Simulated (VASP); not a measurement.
A run of VASP 6.6.1 is set up as follows.

INCAR

```
ALGO     = Normal         # electronic algorithm
EDIFF    = 1E-8           # SCF threshold, eV
ENCUT    = 520            # plane-wave cutoff, eV
GGA      = PE             # functional
IBRION   = 8              # ionic algorithm
ISIF     = 2              # what is computed and relaxed
ISMEAR   = 0              # smearing method
LASPH    = T              # aspherical terms in the spheres
LCHARG   = T              # write CHGCAR
LREAL    = F              # projectors in reciprocal space
LWAVE    = F              # write WAVECAR
NELM     = 80             # most SCF steps
NSW      = 1              # ionic steps
PREC     = Accurate       # precision mode
SIGMA    = 0.1            # smearing width, eV
```

File KPOINTS:

```
k-points
0
Gamma
  6 6 10
```

The input POSCAR:

```
B4N3
1.0
    4.8550374129      0.0000000000      0.0000000000
   -2.4275187065      4.2045857359      0.0000000000
    0.0000000000      0.0000000000      3.2553016939
B N
4 3
Direct
    0.5093135203      0.0186270406      0.0000000000
    0.9813729594      0.4906864797      0.0000000000
    0.5093135203      0.4906864797      0.0000000000
    0.0000000000      0.0000000000      0.0000000000
    0.1662105039      0.8337894961      0.0000000000
    0.6675789923      0.8337894961      0.0000000000
    0.1662105039      0.3324210077      0.0000000000
```

Potentials or basis: VASP PAW PBE potentials, release 64 (B, N).

Launch:

```sh
$ cat potpaw_PBE.64/B/POTCAR potpaw_PBE.64/N/POTCAR > POTCAR
$ mpirun -np 1 vasp_std > vasp.out
```

Q: Estimate the highest phonon frequency at Γ, LO-TO splitting left out.

A: 1480 cm⁻¹.

Phonon frequencies in cm⁻¹ (negative: imaginary):
```csv
q point,frequencies
"(0.000, 0.000, 0.000)",0 0 0 139 139 420 420 446 446 459 514 634 846 1034 1034 1228 1236 1241 1241 1480 1480
```
